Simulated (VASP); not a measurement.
# GaN (F-43m) in VASP: notebook, part 3 of 3

VASP 6.6.1. The steps go on from the part before.

### Step 4. Single point, PBE

This run uses another cell than the first one: it holds 2 atoms, not 8.

File INCAR:

```
PREC = Accurate
ENCUT = 520
EDIFF = 1E-7
ISMEAR = 0
SIGMA = 0.05
LREAL = False
LASPH = True
NELM = 60
ALGO = Normal
ISIF = 2
LWAVE = False
LCHARG = False
GGA = PE
NBANDS = 16
```

File KPOINTS:

```
Automatic mesh
0
Gamma
  12 12 12
```

File POSCAR:

```
GaN
1.0
    0.0000000000      2.2742384873      2.2742384873
    2.2742384873      0.0000000000      2.2742384873
    2.2742384873      2.2742384873      0.0000000000
Ga N
1 1
Direct
    0.0000000000      0.0000000000      0.0000000000
    0.7500000000      0.7500000000      0.7500000000
```

Potentials or basis: VASP PAW PBE potentials, release 64 (Ga_d, N).

On the command line:

```sh
$ cat potpaw_PBE.64/Ga_d/POTCAR potpaw_PBE.64/N/POTCAR > POTCAR
$ mpirun -np 1 vasp_std > vasp.out
```

OUTCAR:

```text
PREC = Accurate
   ENCUT = 520
   EDIFF = 1E-7
   ISMEAR = 0
   LREAL = False
   LASPH = True
   NELM = 60
   ISIF = 2
   GGA = PE

 ion  position               nearest neighbor table
   1  0.000  0.000  0.000-   2 1.97   2 1.97   2 1.97   2 1.97
   2  0.750  0.750  0.750-   1 1.97   1 1.97   1 1.97   1 1.97

  LATTYP: Found a face centered cubic cell.
 ALAT       =     4.5484769746

  Lattice vectors:

 A1 = (   0.0000000000,   2.2742384873,   2.2742384873)
 A2 = (   2.2742384873,   0.0000000000,   2.2742384873)
 A3 = (   2.2742384873,   2.2742384873,   0.0000000000)

Analysis of symmetry for initial positions (statically):
=====================================================================
 Subroutine PRICEL returns:
 Original cell was already a primitive cell.

 Routine SETGRP: Setting up the symmetry group for a
 face centered cubic supercell.

 Subroutine GETGRP returns: Found 24 space group operations
 (whereof 24 operations were pure point group operations)
 out of a pool of 48 trial point group operations.

The static configuration has the point symmetry T_d .

Analysis of symmetry for dynamics (positions and initial velocities):
=====================================================================
 Subroutine PRICEL returns:
 Original cell was already a primitive cell.

 Routine SETGRP: Setting up the symmetry group for a
 face centered cubic supercell.

 Subroutine GETGRP returns: Found 24 space group operations
 (whereof 24 operations were pure point group operations)
 out of a pool of 48 trial point group operations.

The dynamic configuration has the point symmetry T_d .

 Subroutine INISYM returns: Found 24 space group operations
 (whereof 24 operations are pure point group operations),
 and found     1 'primitive' translations

----------------------------------------------------------------------------------------

                                     Primitive cell

  volume of cell :      23.5255
[... 102 lines left out ...]
   EMIN   =  10.00;   EMAX   =-10.00  energy-range for DOS
   EFERMI =   0.00;   METHOD = LEGACY
   ISMEAR =     0;   SIGMA  =   0.05  broadening in eV -4-tet -1-fermi 0-gaus
   EFERMI_NEDOS =   21; number of points for ismear=-14 and -15
   IALGO  =     38    algorithm
   IMIX   =      4    mixing-type and parameters
     AMIX     =   0.40;   BMIX     =  1.00
     AMIX_MAG =   1.60;   BMIX_MAG =  1.00
  volume/ion in A,a.u.               =      11.76        79.38
  Fermi-wavevector in a.u.,A,eV,Ry     =   1.497337  2.829557 30.504523  2.242019
  Thomas-Fermi vector in A             =   2.609238
   LORBIT       =      0    0 simple, 1 ext, 2 COOP (PROOUT), +10 PAW based schemes
   GGA     = PE    functional components
   LHFCALC =     F    Hartree Fock is set to
   AEXX    =    0.0000 exact exchange contribution
   IVDW    =     0    specifies the selected vdW correction
   LEPSILON=     F    determine dielectric tensor
   LRPA    =     F    only Hartree local field effects (RPA)
 non-spin polarized calculation
 Gauss-broadening in eV      SIGMA  =   0.05
  energy-cutoff  :      520.00
  volume of cell :       23.53
 maximum number of plane-waves:       648
   NGX = 11   NGY = 11   NGZ = 11

 number of electron      17.9999986 magnetization

 Free energy of the ion-electron system (eV)
  ---------------------------------------------------
  ext. energy  EPLUGINS =         0.00000000
  ---------------------------------------------------
  free energy    TOTEN  =       -12.15363893 eV

  energy without entropy =      -12.15363893  energy(sigma->0) =      -12.15363893

 E-fermi :   5.2241     XC(G=0): -11.5207

 val. band max:        4.9866734665   @ k =   0.0000   0.0000   0.0000
 cond. band min:       6.5338644242   @ k =   0.0000   0.0000   0.0000
 fundamental gap:      1.5471909578
 Fermi energy:         5.2240536329

 k-point     1 :       0.0000    0.0000    0.0000
  band No.  band energies     occupation
      1     -10.7159      2.00000
      2      -8.4356      2.00000
      3      -8.4356      2.00000
      4      -8.4356      2.00000
      5      -8.1428      2.00000
      6      -8.1428      2.00000
[... 433 lines left out ...]
      3      -8.3071      2.00000
      4      -8.1396      2.00000
      5      -8.1126      2.00000
      6      -6.7320      2.00000
[... 8 lines left out ...]
     15      23.5239      0.00000
     16      24.2395      0.00000

 [... further k-points ...]
[... 5 lines left out ...]
  --------------------------------------------------------------------------------------
  -------------------------------------------------------------------------------------
  Total        0.0128709      0.0128709      0.0128709     -0.0000000      0.0000000     -0.0000000
  in kB        0.8765587      0.8765587      0.8765587     -0.0000000      0.0000000     -0.0000000
  external PRESSURE =       0.8765587 kB  Pullay stress =       0.0000000 kB

 VOLUME and BASIS-vectors are now :
 -----------------------------------------------------------------------------
  energy-cutoff  :      520.00
  volume of cell :       23.53
      direct lattice vectors                 reciprocal lattice vectors
     0.000000000  2.274238487  2.274238487    -0.219853812  0.219853812  0.219853812
     2.274238487  0.000000000  2.274238487     0.219853812 -0.219853812  0.219853812
     2.274238487  2.274238487  0.000000000     0.219853812  0.219853812 -0.219853812

 POSITION                                       TOTAL-FORCE (eV/Angst)
 -----------------------------------------------------------------------------------
      0.00000      0.00000      0.00000         0.000000      0.000000      0.000000
      3.41136      3.41136      3.41136        -0.000000     -0.000000     -0.000000
 -----------------------------------------------------------------------------------
    total drift:                               -0.000002     -0.000002     -0.000001

  FREE ENERGIE OF THE ION-ELECTRON SYSTEM (eV)
  ---------------------------------------------------
  free  energy   TOTEN  =       -12.1536389326 eV

  energy  without entropy=      -12.1536389326  energy(sigma->0) =      -12.15363893
```

It took 41 s on 1 thread of Intel Xeon 8259CL, shared host; peak memory 0.15 GiB.

What came out:

| Quantity | Value |
| --- | --- |
| Free energy | -12.1536 eV |
| Pressure | 0.1 GPa |
| Band gap on the k mesh | 1.55 eV |

### Step 5. Single point, PBE

File INCAR:

```
SYSTEM = GaN
PREC     = Accurate       ! precision mode
ENCUT    = 520            ! plane-wave cutoff, eV
EDIFF    = 1E-6           ! SCF threshold, eV
ISMEAR   = 0              ! smearing method
SIGMA    = 0.05           ! smearing width, eV
LREAL    = .FALSE.        ! projectors in reciprocal space
LASPH    = .TRUE.         ! aspherical terms in the spheres
NELM     = 100            ! most SCF steps
ALGO     = Normal         ! electronic algorithm
ISIF     = 2              ! what is computed and relaxed
LWAVE    = .FALSE.        ! write WAVECAR
LCHARG   = .FALSE.        ! write CHGCAR
GGA      = PE             ! functional
NBANDS   = 46             ! bands
```

File KPOINTS:

```
Automatic mesh
0
G
  6 6 6
  0 0 0
```

File POSCAR:

```
GaN
1.0
    4.5484769745      0.0000000000      0.0000000000
    0.0000000000     -4.5484769745      0.0000000000
    0.0000000000      0.0000000000     -4.5484769745
Ga N
4 4
Direct
    0.0000000000      0.0000000000      0.0000000000
    0.5000000000      0.5000000000      0.0000000000
    0.5000000000      0.0000000000      0.5000000000
    0.0000000000      0.5000000000      0.5000000000
    0.7500000000      0.7500000000      0.7500000000
    0.2500000000      0.2500000000      0.7500000000
    0.2500000000      0.7500000000      0.2500000000
    0.7500000000      0.2500000000      0.2500000000
```

On the command line:

```sh
$ cat potpaw_PBE.64/Ga_d/POTCAR potpaw_PBE.64/N/POTCAR > POTCAR
$ mpirun -np 1 vasp_std > vasp.out
```

It took 2.7 min on 1 thread of Intel Xeon 8259CL, shared host; peak memory 0.23 GiB.

The run converged. Its results:

* Free energy: -48.6147 eV
* Pressure: 0.1 GPa
* Band gap on the k mesh: 1.55 eV

Levels at points of the mesh, in eV from the valence-band top:
| k point | band 32 | band 33 | band 34 | band 35 | band 36 | band 37 | band 38 | band 39 | band 40 | band 41 |
| --- | --- | --- | --- | --- | --- | --- | --- | --- | --- | --- |
| (0.00, 0.00, 0.00) | -2.61 | -2.61 | 0.00 | 0.00 | 0.00 | 1.55 | 3.35 | 3.35 | 3.35 | 6.50 |
| (0.50, 0.00, 0.00) | -3.42 | -1.43 | -1.43 | -1.43 | -1.43 | 4.47 | 4.47 | 6.17 | 6.17 | 7.21 |
| (0.50, 0.50, 0.00) | -3.16 | -0.99 | -0.99 | -0.99 | -0.99 | 6.24 | 6.24 | 6.24 | 6.24 | 7.44 |
| (0.50, 0.50, 0.50) | -0.93 | -0.93 | -0.93 | -0.93 | -0.93 | 4.45 | 4.45 | 4.45 | 4.45 | 8.59 |

### Step 6. Summary

| cell | k mesh | gap on the mesh (eV) | pressure (GPa) |
| --- | --- | --- | --- |
| a = 4.548 Å, 8 atoms, atomic positions A | 6 × 6 × 6 | 1.55 | 0.1 |
| a = 3.216 Å, angles 60.0°, 2 atoms, atomic positions B | 10 × 10 × 10 | 1.55 | 0.1 |
| a = 3.216 Å, angles 60.0°, 2 atoms, atomic positions B | 12 × 12 × 12 | 1.55 | 0.1 |

Alike in all rows: task single point; level PBE; potentials or basis VASP PAW PBE potentials, release 64 (Ga_d, N); no spin polarisation; cutoff (eV) 520; smearing gaussian 0.05 eV.

Absolute energies hang on the potentials; compare differences alone.
